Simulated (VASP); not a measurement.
Set up this calculation in VASP 6.6.1, as the native input.

```
Task                   : single point
Functional             : r2SCAN
Potentials or basis    : VASP PAW PBE potentials, release 64 (Mg, S)
Cutoff                 : 660 eV
k mesh                 : 6 × 6 × 6
Occupations            : gaussian, width 0.5 eV
Spin                   : no spin polarisation
Dipole correction      : no
Further INCAR settings : ALGO = Normal; EDIFF = 1e-06; NBANDS = 11
```

Crystal: MgS.

```
Mg S
1.0
     0.00000    2.60152    2.60152
     2.60152    0.00000    2.60152
     2.60152    2.60152    0.00000
Mg S
1 1
Direct
  0.00000 0.00000 0.00000
  0.50000 0.50000 0.50000
```

One way to write it, as run:

POSCAR

```
MgS
1.0
    0.0000000000      2.6015179373      2.6015179373
    2.6015179373      0.0000000000      2.6015179373
    2.6015179373      2.6015179373      0.0000000000
Mg S
1 1
Direct
    0.0000000000      0.0000000000      0.0000000000
    0.5000000000      0.5000000000      0.5000000000
```

INCAR.step1

```
SYSTEM = MgS
ALGO = Normal
EDIFF = 1E-5
ENCUT = 660
GGA = PE
GGA_COMPAT = .FALSE.
ISMEAR = 0
LASPH = .TRUE.
LCHARG = .FALSE.
LREAL = .FALSE.
LWAVE = .TRUE.
NBANDS = 11
NELM = 120
PREC = Accurate
SIGMA = 0.5
```

INCAR.step2

```
SYSTEM = MgS
ALGO = Normal
EDIFF = 1E-6
ENCUT = 660
GGA_COMPAT = .FALSE.
ISIF = 2
ISMEAR = 0
ISTART = 1
LASPH = .TRUE.
LCHARG = .FALSE.
LMIXTAU = .TRUE.
LREAL = .FALSE.
LWAVE = .FALSE.
METAGGA = R2SCAN
NBANDS = 11
NELM = 120
PREC = Accurate
SIGMA = 0.5
```

KPOINTS

```
k-points
0
G
  6 6 6
  0 0 0
```

Potentials or basis: VASP PAW PBE potentials, release 64 (Mg, S).

Command:

```bash
$ cat potpaw_PBE.64/Mg/POTCAR potpaw_PBE.64/S/POTCAR > POTCAR
$ cp INCAR.step1 INCAR
$ mpirun -np 1 vasp_std > vasp.out
$ cp INCAR.step2 INCAR
$ mpirun -np 1 vasp_std > vasp.out
```

Results of the run:

| Item | Value |
| --- | --- |
| Pressure | -0.4 GPa |
| Band gap on the k mesh | 3.43 eV (least direct gap 4.62 eV) |

Caveat: the PAW data sets were made with another functional, which shifts forces and pressure a little.

Run time: 32 s on 1 thread of Intel(R) Xeon(R) Platinum 8259CL CPU @ 2.50GHz (Skylake/Cascade Lake), on a shared host, peak memory 0.19 GiB.
